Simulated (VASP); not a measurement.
# WC (P1) in VASP: notebook, part 2 of 2

VASP 6.6.1. Earlier steps stand in the parts before.

## Step 3: Single point, PBE

INCAR

```
SYSTEM = WC
PREC = Accurate ; ENCUT = 520
EDIFF = 1E-7 ; ISMEAR = -1
SIGMA = 0.24 ; LREAL = Auto
LASPH = .TRUE. ; NELM = 60
ALGO = Normal ; ISIF = 2
LWAVE = .FALSE. ; LCHARG = .FALSE.
GGA = PE ; NBANDS = 86
```

KPOINTS

```
regular mesh
0
G
  2 2 2
  0 0 0
```

POSCAR

```
WC
1.0
   -3.0366230000     -5.2595860000      0.0000000000
    4.5549350000     -2.6297930000      0.0000000000
    0.0000000000      0.0000000000      5.9274080000
W C
8 8
Direct
    0.7422088768      0.4877146537     -0.0209197680
    0.7404587802      0.4707189373      0.5124668320
    0.5052037447      0.0212326435      0.0700306103
    0.4882042068     -0.0224169778      0.5437452593
    0.2673118543      0.4986515340      0.0471200903
    0.2385736477      0.5289775213      0.5088227434
    0.0091033878     -0.0224276402      0.0205148692
   -0.0022755412     -0.0152603628      0.5232641316
    0.4812652089      0.6648220013      0.3354417310
    0.5169639393      0.6741533278      0.7484384405
    0.2124999647      0.1691532986      0.2525218443
    0.2965638518      0.1883786735      0.7933822001
    0.0067199104      0.6496922205      0.2650062219
   -0.0005705635      0.6426364841      0.7176492659
    0.7712587847      0.1308080498      0.2727499102
    0.7725188598      0.1424715254      0.7655622829
```

Potentials or basis: VASP PAW PBE potentials, release 64 (W_sv, C).

Launch:

```sh
$ cat potpaw_PBE.64/W_sv/POTCAR potpaw_PBE.64/C/POTCAR > POTCAR
$ mpirun -np 1 vasp_std > vasp.out
```

OUTCAR:

```text
SYSTEM = WC
   PREC = Accurate
   ENCUT = 520
   EDIFF = 1E-7
   ISMEAR = -1
   LREAL = Auto
   LASPH = .TRUE.
   NELM = 60
   ISIF = 2
   GGA = PE

 ion  position               nearest neighbor table
   1  0.742  0.488  0.979-  10 2.17  16 2.22  14 2.35  13 2.49  15 2.57   2 2.77   3 2.90   5 2.91
                             7 3.05   7 3.14   2 3.16   3 3.20   5 3.21
   2  0.740  0.471  0.512-   9 2.15  14 2.18  10 2.22  15 2.29  16 2.30  13 2.38   1 2.77   8 3.00
                             4 3.02   6 3.04   6 3.06   4 3.08   8 3.12   1 3.16
   3  0.505  0.021  0.070-  15 2.09  11 2.22  12 2.25   9 2.45  16 2.51  10 2.64   4 2.82   1 2.90
                             5 2.90   7 3.04   7 3.08   5 3.11   4 3.13   1 3.20
   4  0.488  0.978  0.544-  10 2.01   9 2.06  12 2.18  16 2.34  15 2.49  11 2.61   6 2.81   3 2.82
[... 926 lines left out ...]
  external PRESSURE =    -179.2614647 kB  Pullay stress =       0.0000000 kB

 VOLUME and BASIS-vectors are now :
 -----------------------------------------------------------------------------
  energy-cutoff  :      520.00
  volume of cell :      189.34
      direct lattice vectors                 reciprocal lattice vectors
    -3.036623000 -5.259586000  0.000000000    -0.082328290 -0.142596779  0.000000000
     4.554935000 -2.629793000  0.000000000     0.164656580 -0.095064509  0.000000000
     0.000000000  0.000000000  5.927408000     0.000000000  0.000000000  0.168707806

 POSITION                                       TOTAL-FORCE (eV/Angst)
 -----------------------------------------------------------------------------------
     -0.03230     -5.18630      5.80341        -0.757532     -1.312370      2.626485
     -0.10440     -5.13240      3.03760         0.413419     -1.666717     -0.382299
     -1.43740     -2.71300      0.41510        -1.378397      1.111672     -3.716814
      2.97034     -5.13859      3.22300         1.890525     -3.189077      0.327061
      1.45960     -2.71730      0.27930         0.217082      0.616819     -2.972868
      1.68500     -2.64590      3.01600        -5.219683      2.986849      3.302352
[... 8 lines left out ...]
     -1.74620     -4.40050      1.61670         1.407457      0.573144      0.407219
     -1.69690     -4.43780      4.53780         0.993750      0.285897      0.459958
 -----------------------------------------------------------------------------------
    total drift:                               -0.002978     -0.012314     -0.002992

  FREE ENERGIE OF THE ION-ELECTRON SYSTEM (eV)
  ---------------------------------------------------
  free  energy   TOTEN  =      -171.5937442226 eV

  energy  without entropy=     -170.5492367710  energy(sigma->0) =     -171.07149050
```

stdout:

```text
POSCAR found type information on POSCAR W C
 POSCAR found :  2 types and      16 ions
 scaLAPACK will be used
 LDA part: xc-table for (Slater+PW92), standard interpolation
 POSCAR, INCAR and KPOINTS ok, starting setup
 FFT: planning ... GRIDC
 FFT: planning ... GRID_SOFT
 FFT: planning ... GRID
 WAVECAR not read
 entering main loop
```

Wall time 8.2 min (1 thread of Intel Xeon 8259CL, shared host); peak memory 0.34 GiB.

What came out:

```yaml
Free_energy: -171.5937 eV
Pressure: -17.9 GPa
Largest_force: 6.861 eV/Å
Band_gap_on_the_k_mesh: zero (bands 72 and 73 overlap by 0.18 eV)
```

Forces on the atoms (eV/Å):
```
W   -0.758 -1.312  2.626
W    0.413 -1.667 -0.382
W   -1.378  1.112 -3.717
W    1.891 -3.189  0.327
W    0.217  0.617 -2.973
W   -5.220  2.987  3.302
W    0.972  0.209 -0.391
W    0.762 -0.571 -0.907
C   -0.546 -2.010 -5.279
C   -0.940  0.956  2.472
C   -1.178 -1.491  1.520
C    0.339  2.021 -0.046
C    1.196  1.015 -1.060
C    1.829  0.465  3.639
C    1.407  0.573  0.407
C    0.994  0.286  0.460
```

Levels at points of the mesh, in eV from the Fermi level:
```csv
k point,band 70,band 71,band 72,band 73,band 74,band 75
"(0.00, 0.00, 0.00)",-0.73,-0.38,-0.21,0.16,0.26,0.77
"(0.50, 0.00, 0.00)",-0.68,-0.15,0.06,0.25,0.34,0.56
"(0.00, 0.50, 0.00)",-1.00,-0.19,0.13,0.79,1.00,1.17
"(0.50, 0.50, 0.00)",-1.38,-1.09,-0.69,0.56,0.97,1.13
"(0.00, 0.00, 0.50)",-0.86,-0.37,-0.01,0.28,0.51,0.68
"(0.50, 0.00, 0.50)",-0.91,-0.80,-0.45,-0.06,0.20,0.39
"(0.00, 0.50, 0.50)",-1.14,-0.86,-0.65,0.24,0.41,0.60
"(0.50, 0.50, 0.50)",-1.13,-1.07,-0.82,0.42,0.70,0.99
```

Caveat: the k points lie up to 0.60 Å⁻¹ apart; spin-orbit coupling is left out, which moves the levels of the heavy elements; forces of over 1 eV/Å act on the atoms, so gaps and moduli don't describe the material at rest.

## Step 4: Single point, PBE

INCAR

```
PREC = Accurate
ENCUT = 520
EDIFF = 1E-6
ISMEAR = -1
SIGMA = 0.24
LREAL = Auto
LASPH = T
NELM = 100
ALGO = Normal
ISIF = 2
LWAVE = F
LCHARG = F
GGA = PE
NBANDS = 86
```

KPOINTS

```
Automatic mesh
0
Gamma
  2 2 2
```

POSCAR

```
WC
1.0
   -3.0366230000     -5.2595860000      0.0000000000
    4.5549350000     -2.6297930000      0.0000000000
    0.0000000000      0.0000000000      5.9274080000
W C
8 8
Direct
    0.7520382330      0.4486247543      0.0443870238
    0.7733714458      0.4997299676      0.5517082678
    0.4942003303      0.0035785559      0.0317508091
    0.5150796812     -0.0315256295      0.5347700040
    0.2362994307      0.4694144453      0.0307385623
    0.2633833694      0.5116419877      0.5510671781
   -0.0073734667     -0.0104261506      0.0496338366
    0.0269974254     -0.0057781279      0.5248499850
    0.5320175235      0.7028720823      0.2727836518
    0.5378554059      0.6507368593      0.8214720498
    0.2131041371      0.1782499474      0.2862971471
    0.3098242353      0.1795018807      0.7989158162
    0.0435197890      0.6859490184      0.2829061202
    0.0170919115      0.6457175989      0.8094600540
    0.7450505254      0.1649721811      0.3514521018
    0.8147172797      0.1600218730      0.8023574554
```

Launch:

```sh
$ cat potpaw_PBE.64/W_sv/POTCAR potpaw_PBE.64/C/POTCAR > POTCAR
$ mpirun -np 1 vasp_std > vasp.out
```

Wall time 8 min (1 thread of Intel Xeon 8259CL, shared host); peak memory 0.33 GiB.

The run converged. Its results:

| Item | Value |
| --- | --- |
| Free energy | -171.8846 eV |
| Pressure | -19.8 GPa |
| Largest force | 4.057 eV/Å |
| Band gap on the k mesh | zero (bands 72 and 73 overlap by 0.20 eV) |

Forces on the atoms (eV/Å):
```
W    3.088 -2.504  0.805
W    0.117  0.498 -0.003
W   -2.371 -1.633  1.480
W    1.477 -0.910  1.853
W    0.941 -3.431  1.931
W   -1.104  0.829 -1.070
W   -1.834 -1.734 -0.614
W    0.590  1.120  2.805
C   -1.979  2.019  1.544
C    0.867  1.006 -2.082
C   -1.126 -2.108 -0.146
C    0.505  2.669 -2.275
C   -0.589  2.301  1.632
C    0.331  0.217 -1.261
C   -0.138 -0.731 -3.238
C    1.227  2.391 -1.361
```

Stress tensor (GPa, compression positive):
```
-17.56  -0.60  -2.75
 -0.60 -20.71  -2.22
 -2.75  -2.22 -21.16
```

Levels at points of the mesh, in eV from the Fermi level:
```csv
k point,band 68,band 69,band 70,band 71,band 72,band 73,band 74,band 75,band 76,band 77
"(0.00, 0.00, 0.00)",-0.93,-0.91,-0.60,-0.23,-0.05,0.25,0.49,0.75,1.11,1.24
"(0.50, 0.00, 0.00)",-1.29,-1.18,-1.12,-0.12,0.17,0.32,0.53,0.62,0.78,1.28
"(0.00, 0.50, 0.00)",-1.45,-1.10,-0.82,-0.38,0.11,0.47,0.77,1.26,1.42,1.48
"(0.50, 0.50, 0.00)",-1.72,-1.50,-1.44,-1.18,-1.03,0.86,0.93,1.12,1.25,1.56
"(0.00, 0.00, 0.50)",-1.32,-1.21,-0.68,-0.60,-0.09,0.13,0.56,0.79,1.14,1.85
"(0.50, 0.00, 0.50)",-1.24,-1.10,-0.95,-0.87,-0.75,0.00,0.32,0.38,0.54,1.56
"(0.00, 0.50, 0.50)",-1.44,-1.29,-1.16,-0.99,-0.56,-0.03,0.62,0.77,1.06,1.56
"(0.50, 0.50, 0.50)",-1.57,-1.49,-1.21,-1.08,-0.95,0.32,0.62,0.67,0.92,1.21
```

Caveat: the k points lie up to 0.60 Å⁻¹ apart; spin-orbit coupling is left out, which moves the levels of the heavy elements; forces of over 1 eV/Å act on the atoms, so gaps and moduli don't describe the material at rest.

## Step 5: Summary

```csv
cell,gap on the mesh (eV),pressure (GPa),largest force (eV/Å)
"as given, atomic positions A",none,-18.9,6.05
"as given, atomic positions B",none,-17.9,6.86
"as given, atomic positions C",none,-19.8,4.06
```

Alike in all rows: task single point; level PBE; potentials or basis VASP PAW PBE potentials, release 64 (W_sv, C); no spin polarisation; k mesh 2 × 2 × 2; cutoff (eV) 520; smearing fermi-dirac 0.24 eV.

Caveats: all runs use coarse meshes; spin-orbit coupling is left out, which moves the levels of the heavy elements; forces of over 1 eV/Å act on the atoms, so gaps and moduli don't describe the material at rest.

Total energies depend on the potentials used, so only differences within one code and one set of settings carry meaning.
